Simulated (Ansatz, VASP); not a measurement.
## Two plane-wave programs on Sb

```
CELL_PARAMETERS angstrom
2.17060 1.25320 3.87109
-2.17060 1.25320 3.87109
0.00000 -2.50640 3.87109
ATOMIC_POSITIONS crystal
Sb 0.23130 0.23130 0.23130
Sb 0.76870 0.76870 0.76870
```

Alike in both runs: task single point; functional r2SCAN; k mesh 9 × 9 × 9; occupations gaussian, width 1 eV; no spin polarisation.

```csv
,VASP,Ansatz
version,VASP 6.6.1,Ansatz 0.2.0
potentials or method,"VASP PAW PBE potentials, release 64 (Sb), cutoff 520 eV","plane waves (500 eV) with PAW, scalar-relativistic"
valence electrons in the cell,10,30
```

Ansatz gave:

| Quantity | Value |
| --- | --- |
| pressure (GPa) | 0.2 |
| traceless stress, the component that is largest in VASP (GPa) | 0.05 |

Q: Estimate VASP's values.

A: Pressure (GPa): 0.3; traceless stress, the component that is largest in VASP (GPa): 0.01.

VASP's potentials were made for PBE, not for r2SCAN. VASP's potentials hold 10 valence electrons a cell and Ansatz's 30, so a difference there can come from the potentials and not from the codes.

Neither program's run includes spin-orbit coupling.
